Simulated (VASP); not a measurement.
# Sr in VASP: a series of runs, part 2 of 2

VASP 6.6.1.

### 5 Single point, PBEsol (strain along c alone, the other axes held: +2.0 %)

The input, INCAR:

```
SYSTEM = Sr
  ALGO = Fast
  EDIFF = 1E-6
  ENCUT = 520
  GGA = PS
  ISIF = 2
  ISMEAR = 0
  LASPH = .TRUE.
  LCHARG = .FALSE.
  LREAL = .FALSE.
  LWAVE = .FALSE.
  NBANDS = 17
  NELM = 100
  PREC = Accurate
  SIGMA = 0.1
```

The input, KPOINTS:

```
k-points
0
G
  12 12 10
  0 0 0
```

The input, POSCAR:

```
Sr
1.0
    2.9579193978      2.9579193978      0.0000000000
   -2.9579193978      2.9579193978      0.0000000000
    0.0000000000      0.0000000000      6.0341555715
Sr
2
Direct
    0.0000000000      0.0000000000      0.0000000000
    0.5000000000      0.5000000000      0.5000000000
```

Potentials or basis: VASP PAW PBE potentials, release 64 (Sr_sv).

On the command line:

```console
$ cat potpaw_PBE.64/Sr_sv/POTCAR > POTCAR
$ mpirun -np 1 vasp_std > vasp.out
```

OUTCAR:

```text
SYSTEM = Sr
   EDIFF = 1E-6
   ENCUT = 520
   GGA = PS
   ISIF = 2
   ISMEAR = 0
   LASPH = .TRUE.
   LREAL = .FALSE.
   NELM = 100
   PREC = Accurate

 ion  position               nearest neighbor table
   1  0.000  0.000  0.000-   2 4.23   2 4.23   2 4.23   2 4.23   2 4.23   2 4.23   2 4.23   2 4.23

   2  0.500  0.500  0.500-   1 4.23   1 4.23   1 4.23   1 4.23   1 4.23   1 4.23   1 4.23   1 4.23

  LATTYP: Found a simple tetragonal cell.
 ALAT       =     4.1831297288
 C/A-ratio  =     1.4424978336

  Lattice vectors:

 A1 = (   2.9579193978,   2.9579193978,   0.0000000000)
 A2 = (  -2.9579193978,   2.9579193978,   0.0000000000)
 A3 = (   0.0000000000,   0.0000000000,   6.0341555715)

Analysis of symmetry for initial positions (statically):
=====================================================================
 Subroutine PRICEL returns following result:

  LATTYP: Found a body centered tetragonal cell.
 ALAT       =     4.1831297288
 C/A-ratio  =     1.4424978336

  Lattice vectors:

 A1 = (   2.9579193978,   0.0000000000,  -3.0170777858)
 A2 = (  -2.9579193978,   0.0000000000,  -3.0170777857)
 A3 = (   0.0000000000,   2.9579193978,   3.0170777857)

   2 primitive cells build up your supercell.

 Routine SETGRP: Setting up the symmetry group for a
 simple tetragonal supercell.

 Subroutine GETGRP returns: Found 16 space group operations
 (whereof 16 operations were pure point group operations)
 out of a pool of 16 trial point group operations.

The static configuration has the point symmetry D_4h.

Analysis of symmetry for dynamics (positions and initial velocities):
=====================================================================
 Subroutine PRICEL returns following result:

  LATTYP: Found a body centered tetragonal cell.
 ALAT       =     4.1831297288
 C/A-ratio  =     1.4424978336

[... 129 lines left out ...]
   EFERMI_NEDOS =   21; number of points for ismear=-14 and -15
   IALGO  =     68    algorithm
   IMIX   =      4    mixing-type and parameters
     AMIX     =   0.40;   BMIX     =  1.00
     AMIX_MAG =   1.60;   BMIX_MAG =  1.00
  volume/ion in A,a.u.               =      52.79       356.28
  Fermi-wavevector in a.u.,A,eV,Ry     =   0.940182  1.776686 12.026755  0.883942
  Thomas-Fermi vector in A             =   2.067568
   LORBIT       =      0    0 simple, 1 ext, 2 COOP (PROOUT), +10 PAW based schemes
   GGA     = PS    functional components
   LHFCALC =     F    Hartree Fock is set to
   AEXX    =    0.0000 exact exchange contribution
   IVDW    =     0    specifies the selected vdW correction
   LEPSILON=     F    determine dielectric tensor
   LRPA    =     F    only Hartree local field effects (RPA)
 non-spin polarized calculation
 RMM-DIIS sequential band-by-band and
 Gauss-broadening in eV      SIGMA  =   0.10
  energy-cutoff  :      520.00
  volume of cell :      105.59
 maximum number of plane-waves:      2868
 NGX is ok and might be reduce to    32
   NGX = 15   NGY = 15   NGZ = 23

 number of electron      20.0000001 magnetization

 Free energy of the ion-electron system (eV)
  ---------------------------------------------------
  ext. energy  EPLUGINS =         0.00000000
  ---------------------------------------------------
  free energy    TOTEN  =        -3.68434854 eV

  energy without entropy =       -3.67212827  energy(sigma->0) =       -3.67823841

 E-fermi :   1.6524     XC(G=0):  -7.5590

 val. band max:        1.6369439477   @ k =   0.5000   0.3333   0.5000
 cond. band min:       1.6527190757   @ k =   0.4167   0.2500   0.3000
 fundamental gap:      0.0157751280
 Fermi energy:         1.6524113087

 k-point     1 :       0.0000    0.0000    0.0000
  band No.  band energies     occupation
      1     -34.8235      2.00000
      2     -34.8018      2.00000
      3     -16.9332      2.00000
      4     -16.7944      2.00000
      5     -16.7944      2.00000
      6     -16.7191      2.00000
[... 457 lines left out ...]
      4     -16.9032      2.00000
      5     -16.8180      2.00000
      6     -16.8043      2.00000
[... 9 lines left out ...]
     16       5.5676      0.00000
     17       5.6483      0.00000

 [... further k-points ...]

------------------------ aborting loop because EDIFF is reached ----------------------------------------

  FORCE on cell =-STRESS in cart. coord.  units (eV):
  Direction    XX          YY          ZZ          XY          YZ          ZX
  --------------------------------------------------------------------------------------
  -------------------------------------------------------------------------------------
  Total       -0.1072822     -0.1072822     -0.1959931      0.0000000     -0.0000000     -0.0000000
  in kB       -1.6278671     -1.6278671     -2.9739404      0.0000000     -0.0000000     -0.0000000
  external PRESSURE =      -2.0765582 kB  Pullay stress =       0.0000000 kB

 VOLUME and BASIS-vectors are now :
 -----------------------------------------------------------------------------
  energy-cutoff  :      520.00
  volume of cell :      105.59
      direct lattice vectors                 reciprocal lattice vectors
     2.957919398  2.957919398  0.000000000     0.169037737  0.169037737  0.000000000
    -2.957919398  2.957919398  0.000000000    -0.169037737  0.169037737  0.000000000
     0.000000000  0.000000000  6.034155572     0.000000000  0.000000000  0.165723271

 POSITION                                       TOTAL-FORCE (eV/Angst)
 -----------------------------------------------------------------------------------
      0.00000      0.00000      0.00000         0.000000      0.000000     -0.000000
      0.00000      2.95792      3.01708        -0.000000     -0.000000      0.000000
 -----------------------------------------------------------------------------------
    total drift:                               -0.000000      0.000000     -0.000000

  FREE ENERGIE OF THE ION-ELECTRON SYSTEM (eV)
  ---------------------------------------------------
  free  energy   TOTEN  =        -3.6843485447 eV

  energy  without entropy=       -3.6721282735  energy(sigma->0) =       -3.67823841
```

Wall time 2.8 min (1 thread of Oxide Virtual Turin-like, shared host); peak memory 0.36 GiB.

What came out:

```yaml
Free_energy: -3.6843 eV
Pressure: -0.2 GPa
Band_gap_on_the_k_mesh: zero (bands 10 and 11 overlap by 0.04 eV)
```

Levels at points of the mesh, in eV from the Fermi level:
```
           k point  band 6  band 7  band 8  band 9  band 10  band 11  band 12  band 13  band 14  band 15
(0.00, 0.00, 0.00)  -18.37  -18.37  -18.37   -3.74    -0.74     0.31     1.01     2.29     2.40     2.40
(0.50, 0.00, 0.00)  -18.47  -18.40  -18.40   -1.35    -1.35     0.78     0.78     1.21     1.21     2.90
(0.50, 0.50, 0.00)  -18.46  -18.45  -18.45   -0.69    -0.69     0.27     0.27     1.19     1.19     5.00
(0.00, 0.00, 0.50)  -18.41  -18.41  -18.41   -2.48    -2.48     1.08     1.08     2.05     2.05     3.13
(0.50, 0.00, 0.50)  -18.41  -18.40  -18.40   -1.18    -1.18     0.11     0.11     2.13     2.13     2.26
(0.50, 0.50, 0.50)  -18.52  -18.45  -18.45    0.01     0.01     0.66     0.66     0.66     0.66     2.28
```

Caveat: the cell differs from its parent crystal (strain along c alone, the other axes held: +2.0 %); the PAW data sets were made with another functional, which shifts forces and pressure a little.

### 6 Summary

| cell | further INCAR settings | gap on the mesh (eV) | pressure (GPa) |
| --- | --- | --- | --- |
| a = 4.183, b = 4.183, c = 5.857 Å, 2 atoms | ALGO = Fast; EDIFF = 1e-06; NBANDS = 17 | none | 0.2 |
| a = 4.183, b = 4.183, c = 5.916 Å, 2 atoms | ALGO = Fast; EDIFF = 1e-06; NBANDS = 17 | none | 0.0 |
| a = 4.183, b = 4.183, c = 5.975 Å, 2 atoms | ALGO = Fast; EDIFF = 1e-07; NBANDS = 17 | none | -0.1 |
| a = 4.183, b = 4.183, c = 6.034 Å, 2 atoms | ALGO = Fast; EDIFF = 1e-06; NBANDS = 17 | none | -0.2 |

Alike in all rows: task single point; level PBEsol; potentials or basis VASP PAW PBE potentials, release 64 (Sr_sv); no spin polarisation; k mesh 12 × 12 × 10; cutoff (eV) 520; smearing gaussian 0.1 eV.

Caveats: the PAW data sets were made with another functional, which shifts forces and pressure a little.

Total energies depend on the potentials used, so only differences within one code and one set of settings carry meaning.
